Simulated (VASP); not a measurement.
Write the native input for VASP 6.6.1 that does the following.

- Task: single point
- Functional: PBE
- Potentials or basis: VASP PAW PBE potentials, release 64 (Ni, Si)
- Cutoff: 520 eV
- k mesh: 9 × 9 × 9
- Occupations: gaussian, width 0.017 eV
- Spin: collinear spin, ferromagnetic start
- Starting moments: [1.0, 0.0, 0.0] μB
- Dipole correction: no
- Further INCAR settings: ALGO = Normal; EDIFF = 1e-07; NBANDS = 20

The structure of Si2Ni lies in POSCAR:

```
Si2Ni
1.0
    0.0000000000      2.7030000000      2.7030000000
    2.7030000000      0.0000000000      2.7030000000
    2.7030000000      2.7030000000      0.0000000000
Ni Si
1 2
Direct
    0.0000000000      0.0000000000      0.0000000000
    0.7500000000      0.7500000000      0.7500000000
    0.2500000000      0.2500000000      0.2500000000
```

These files were run (other wordings do the same):

INCAR

```
ALGO = Normal ; EDIFF = 1E-7
ENCUT = 520 ; GGA = PE
ISIF = 2 ; ISMEAR = 0
ISPIN = 2 ; LASPH = T
LCHARG = T ; LELF = T
LMAXMIX = 4 ; LORBIT = 11
LREAL = F ; LVHAR = T
LWAVE = F ; MAGMOM = 1 0 0
NBANDS = 20 ; NELM = 150
PREC = Accurate ; SIGMA = 0.017
```

KPOINTS

```
k-points
0
Gamma
  9 9 9
```

Potentials or basis: VASP PAW PBE potentials, release 64 (Ni, Si).

The run is started by

```sh
$ cat potpaw_PBE.64/Ni/POTCAR potpaw_PBE.64/Si/POTCAR > POTCAR
$ mpirun -np 1 vasp_std > vasp.out
```

Results of the run:

```json
{
 "Pressure": "3.8 GPa",
 "Band gap on the k mesh": "zero (filled and empty bands overlap)",
 "Net moment": "0.00 μB per cell",
 "Valence electrons inside the program's atomic spheres": "Ni 9.81; Si 1.59"
}
```

Caveat: the cell stands under pressure.

Run time: 31 s on 1 thread of AMD EPYC 9R45 96-Core Processor (Zen 5) (shared host), peak memory 0.16 GiB.
